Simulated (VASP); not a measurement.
# Mn3P2 (Pm-3m) in VASP: further runs, part 2 of 2

VASP 6.6.1.

## 4. Relaxation of cell and atoms, PBE, collinear spin, ferromagnetic start

This run uses another cell than the first one, of 16.31 Å³/atom, 1.030 times its volume.

Contents of INCAR:

```
SYSTEM = Mn3P2
PREC = Accurate ; ENCUT = 600
EDIFF = 1E-7 ; ISMEAR = 0
SIGMA = 0.1 ; LREAL = .FALSE.
LASPH = .TRUE. ; NELM = 150
ALGO = Normal ; ISIF = 3
LWAVE = .FALSE. ; LCHARG = .FALSE.
ISPIN = 2 ; MAGMOM = 4 4 4 0 0
LORBIT = 11 ; LMAXMIX = 4
GGA = PE ; IBRION = 2
NSW = 90 ; EDIFFG = -0.04
```

Contents of KPOINTS:

```
regular mesh
0
G
  4 4 4
  0 0 0
```

Contents of POSCAR:

```
Mn3P2
1.0
    4.3367254300      0.0000000000      0.0000000000
    0.0000000000      4.3367254300      0.0000000000
    0.0000000000      0.0000000000      4.3367254300
Mn P
3 2
Direct
    0.0000000000      0.5000000000      0.5000000000
    0.5000000000      0.0000000000      0.5000000000
    0.5000000000      0.5000000000      0.0000000000
    0.5000000000      0.5000000000      0.5000000000
    0.0000000000      0.0000000000      0.0000000000
```

Potentials or basis: VASP PAW PBE potentials, release 64 (Mn_pv, P).

The run is started by

```console
> cat potpaw_PBE.64/Mn_pv/POTCAR potpaw_PBE.64/P/POTCAR > POTCAR
> mpirun -np 1 vasp_std > vasp.out
```

OUTCAR:

```text
SYSTEM = Mn3P2
   PREC = Accurate
   ENCUT = 600
   EDIFF = 1E-7
   ISMEAR = 0
   LREAL = .FALSE.
   LASPH = .TRUE.
   NELM = 150
   ISIF = 3
   ISPIN = 2
   LORBIT = 11
   GGA = PE
   IBRION = 2
   NSW = 90
   EDIFFG = -0.04

 ion  position               nearest neighbor table
   1  0.000  0.500  0.500-   4 2.17   4 2.17   2 3.07   5 3.07   3 3.07   5 3.07   2 3.07   5 3.07
                             5 3.07   2 3.07   3 3.07   3 3.07   3 3.07   2 3.07
   2  0.500  0.000  0.500-   4 2.17   4 2.17   1 3.07   5 3.07   3 3.07   5 3.07   1 3.07   3 3.07
                             3 3.07   3 3.07   1 3.07   5 3.07   5 3.07   1 3.07
   3  0.500  0.500  0.000-   4 2.17   4 2.17   1 3.07   5 3.07   1 3.07   2 3.07   2 3.07   2 3.07
                             5 3.07   2 3.07   1 3.07   5 3.07   1 3.07   5 3.07
   4  0.500  0.500  0.500-   1 2.17   2 2.17   3 2.17   3 2.17   2 2.17   1 2.17
   5  0.000  0.000  0.000-   1 3.07   2 3.07   3 3.07   1 3.07   2 3.07   1 3.07   3 3.07   1 3.07
                             2 3.07   3 3.07   2 3.07   3 3.07

  LATTYP: Found a simple cubic cell.
 ALAT       =     4.3367254300

  Lattice vectors:

 A1 = (   4.3367254300,   0.0000000000,   0.0000000000)
 A2 = (   0.0000000000,   4.3367254300,   0.0000000000)
 A3 = (   0.0000000000,   0.0000000000,   4.3367254300)

Analysis of symmetry for initial positions (statically):
=====================================================================
 Subroutine PRICEL returns:
 Original cell was already a primitive cell.

 Routine SETGRP: Setting up the symmetry group for a
 simple cubic supercell.

 Subroutine GETGRP returns: Found 48 space group operations
 (whereof 48 operations were pure point group operations)
 out of a pool of 48 trial point group operations.

The static configuration has the point symmetry O_h .

Analysis of symmetry for dynamics (positions and initial velocities):
=====================================================================
 Subroutine PRICEL returns:
 Original cell was already a primitive cell.

 Routine SETGRP: Setting up the symmetry group for a
 simple cubic supercell.

 Subroutine GETGRP returns: Found 48 space group operations
 (whereof 48 operations were pure point group operations)
 out of a pool of 48 trial point group operations.

The dynamic configuration has the point symmetry O_h .

Analysis of structural, dynamic, and magnetic symmetry:
=====================================================================
 Subroutine PRICEL returns:
 Original cell was already a primitive cell.

 Routine SETGRP: Setting up the symmetry group for a
 simple cubic supercell.

 Subroutine GETGRP returns: Found 48 space group operations
 (whereof 48 operations were pure point group operations)
 out of a pool of 48 trial point group operations.

The overall configuration has the point symmetry O_h .

 Subroutine INISYM returns: Found 48 space group operations
 (whereof 48 operations are pure point group operations),
 and found     1 'primitive' translations

----------------------------------------------------------------------------------------

                                     Primitive cell

  volume of cell :      81.5616

  direct lattice vectors                    reciprocal lattice vectors
     4.336725430  0.000000000  0.000000000     0.230588728  0.000000000  0.000000000
[... 70 lines left out ...]
   ICHARG =      2    charge: 1-file 2-atom 10-const
   ISPIN  =      2    spin polarized calculation?
   LNONCOLLINEAR =      F non collinear calculations
   LSORBIT =      F    spin-orbit coupling
   LASPH  =      T    aspherical Exc in radial PAW
   ENCUT  =  600.0 eV  44.10 Ry    6.64 a.u.   8.66  8.66  8.66*2*pi/ulx,y,z
   NELM   =    150;   NELMIN=  2; NELMDL= -5     # of ELM steps
   EDIFF  = 0.1E-06   stopping-criterion for ELM
   LREAL  =      F    real-space projection
   EDIFFG = -.4E-01   stopping-criterion for IOM
   NSW    =     90    number of steps for IOM
   IBRION =      2    ionic relax: 0-MD 1-quasi-New 2-CG
   NFREE  =      1    steps in history (QN), initial steepest desc. (CG)
   ISIF   =      3    stress and relaxation
   ISYM   =      2    0-nonsym 1-usesym 2-fastsym
   POTIM  = 0.5000    time-step for ionic-motion
   TEBEG  =    0.0;   TEEND  =   0.0 temperature during run
   PSTRESS=    0.0 pullay stress
   NELECT =      49.0000    total number of electrons
   NUPDOWN=      -1.0000    fix difference up-down
   EMIN   =  10.00;   EMAX   =-10.00  energy-range for DOS
   EFERMI =   0.00;   METHOD = LEGACY
   ISMEAR =     0;   SIGMA  =   0.10  broadening in eV -4-tet -1-fermi 0-gaus
   EFERMI_NEDOS =   21; number of points for ismear=-14 and -15
   IALGO  =     38    algorithm
   IMIX   =      4    mixing-type and parameters
     AMIX     =   0.40;   BMIX     =  1.00
     AMIX_MAG =   1.60;   BMIX_MAG =  1.00
  volume/ion in A,a.u.               =      16.31       110.08
  Fermi-wavevector in a.u.,A,eV,Ry     =   1.381375  2.610420 25.962596  1.908197
  Thomas-Fermi vector in A             =   2.506165
   LORBIT       =     11    0 simple, 1 ext, 2 COOP (PROOUT), +10 PAW based schemes
   GGA     = PE    functional components
   LHFCALC =     F    Hartree Fock is set to
   AEXX    =    0.0000 exact exchange contribution
   IVDW    =     0    specifies the selected vdW correction
   LEPSILON=     F    determine dielectric tensor
   LRPA    =     F    only Hartree local field effects (RPA)
 conjugate gradient relaxation of ions
 spin polarized calculation
 Gauss-broadening in eV      SIGMA  =   0.10
  energy-cutoff  :      600.00
  volume of cell :       81.56
 maximum number of plane-waves:      2800
 NGX is ok and might be reduce to    36
   NGX = 17   NGY = 17   NGZ = 17

--------------------------------------- Ionic step        1  -------------------------------------------

 number of electron      49.0000000 magnetization      12.0000000

 number of electron      48.9999969 magnetization       8.6627000

 Free energy of the ion-electron system (eV)
  ---------------------------------------------------
  ext. energy  EPLUGINS =         0.00000000
  ---------------------------------------------------
  free energy    TOTEN  =       -35.72012739 eV

  energy without entropy =      -35.69237442  energy(sigma->0) =      -35.70625091

------------------------ aborting loop because EDIFF is reached ----------------------------------------

  FORCE on cell =-STRESS in cart. coord.  units (eV):
  Direction    XX          YY          ZZ          XY          YZ          ZX
  --------------------------------------------------------------------------------------
  -------------------------------------------------------------------------------------
  Total       -1.4005727     -1.4005727     -1.4005727      0.0000000      0.0000000     -0.0000000
  in kB      -27.5125253    -27.5125253    -27.5125253      0.0000000      0.0000000     -0.0000000
  external PRESSURE =     -27.5125253 kB  Pullay stress =       0.0000000 kB
[... 65 lines left out ...]
--------------------------------------- Ionic step        3  -------------------------------------------

 number of electron      48.9999999 magnetization       8.6119723

 Free energy of the ion-electron system (eV)
  ---------------------------------------------------
  ext. energy  EPLUGINS =         0.00000000
  ---------------------------------------------------
  free energy    TOTEN  =       -35.74060991 eV

  energy without entropy =      -35.71366319  energy(sigma->0) =      -35.72713655

 E-fermi :   7.3622     XC(G=0): -11.2498

 val. band max:        7.3553373096   @ k =   0.0000   0.0000   0.0000
 cond. band min:       7.3698549146   @ k =   0.2500   0.0000   0.0000
 fundamental gap:      0.0145176050
 Fermi energy:         7.3621909747

 spin component 1

 k-point     1 :       0.0000    0.0000    0.0000
  band No.  band energies     occupation
      1     -42.1483      1.00000
      2     -42.1483      1.00000
      3     -42.1483      1.00000
      4     -42.1330      1.00000
      5     -42.1330      1.00000
      6     -42.1330      1.00000
[... 369 lines left out ...]
     34      13.3229      0.00000
     35      13.3229      0.00000
 Fermi energy:         7.3621909747

 spin component 2

 k-point     1 :       0.0000    0.0000    0.0000
  band No.  band energies     occupation
      1     -39.3630      1.00000
      2     -39.3630      1.00000
      3     -39.3630      1.00000
      4     -38.8270      1.00000
      5     -38.8270      1.00000
      6     -38.8270      1.00000
[... 401 lines left out ...]
  FREE ENERGIE OF THE ION-ELECTRON SYSTEM (eV)
  ---------------------------------------------------
  free  energy   TOTEN  =       -35.7406099063 eV

  energy  without entropy=      -35.7136631911  energy(sigma->0) =      -35.72713655

 reached required accuracy - stopping structural energy minimisation

 total charge

# of ion       s       p       d       tot
------------------------------------------
    1        0.268   6.251   5.176  11.695
    2        0.268   6.251   5.176  11.695
    3        0.268   6.251   5.176  11.695
    4        1.036   1.671   0.000   2.707
    5        1.109   1.196   0.000   2.305
--------------------------------------------------
tot          2.948  21.621  15.527  40.096

 magnetization (x)

# of ion       s       p       d       tot
------------------------------------------
    1        0.019   0.015   2.883   2.917
    2        0.019   0.015   2.883   2.917
    3        0.019   0.015   2.883   2.917
    4       -0.019  -0.140   0.000  -0.160
    5        0.046  -0.159   0.000  -0.113
--------------------------------------------------
tot          0.084  -0.256   8.649   8.478
```

Run time: 3.8 min. Hardware: 1 thread of Intel Xeon Platinum 8259CL at 2.50GHz (Skylake/Cascade Lake), shared host; peak memory 0.26 GiB.

What came out:

```yaml
Free_energy: -35.7406 eV
Relaxed_volume: 15.84 Å³/atom
Relaxed_cell: a = 4.295 Å, b = 4.295 Å, c = 4.295 Å, α = 90.00°, β = 90.00°, γ = 90.00°
Space_group_after_relaxing_to_0.05_Å: Pm-3m (No. 221)
Energy_gained_by_relaxing: 4.1 meV/atom
Ionic_steps: 3
Pressure_after_relaxing: 0.0 GPa
Net_moment: 8.61 μB per cell
Site_moments: Mn +2.92; P -0.16, -0.11 μB
Valence_electrons_inside_the_program's_atomic_spheres: Mn 11.70; P 2.71, 2.31
```

Step by step:
```tsv
step	energy change (eV)	largest force (eV/Å)	pressure (GPa)	volume (Å³)
1	0.0000	0.0000	-2.75	81.56
2	-0.0170	0.0000	1.17	78.30
3	-0.0205	0.0000	0.02	79.22
```

Final structure:
```
CELL_PARAMETERS angstrom
4.29490 0.00000 0.00000
0.00000 4.29490 0.00000
0.00000 0.00000 4.29490
ATOMIC_POSITIONS crystal
Mn 0.00000 0.50000 0.50000
Mn 0.50000 0.00000 0.50000
Mn 0.50000 0.50000 0.00000
P 0.50000 0.50000 0.50000
P 0.00000 0.00000 0.00000
```

Caveat: the k points lie up to 0.37 Å⁻¹ apart in the final cell; only a ferromagnetic start was run, and an antiferromagnetic order may lie lower in energy.

## 5. Summary

```tsv
task	cell	cutoff (eV)	gap on the mesh (eV)	pressure (GPa)	moment (μB)
single point	a = 4.294 Å, 5 atoms	520	none	0.1	8.61
single point	a = 4.337 Å, 5 atoms	520	none	-2.7	8.66
relaxation of cell and atoms	relaxed from a = 4.337 Å, 5 atoms	600	none	0.0	8.61
```

Alike in all rows: level PBE; potentials or basis VASP PAW PBE potentials, release 64 (Mn_pv, P); spin collinear, ferromagnetic start; k mesh 4 × 4 × 4; smearing gaussian 0.1 eV.

Caveats: all runs use coarse meshes; only a ferromagnetic start was run, and an antiferromagnetic order may lie lower in energy.

Total energies depend on the potentials used, so only differences within one code and one set of settings carry meaning.
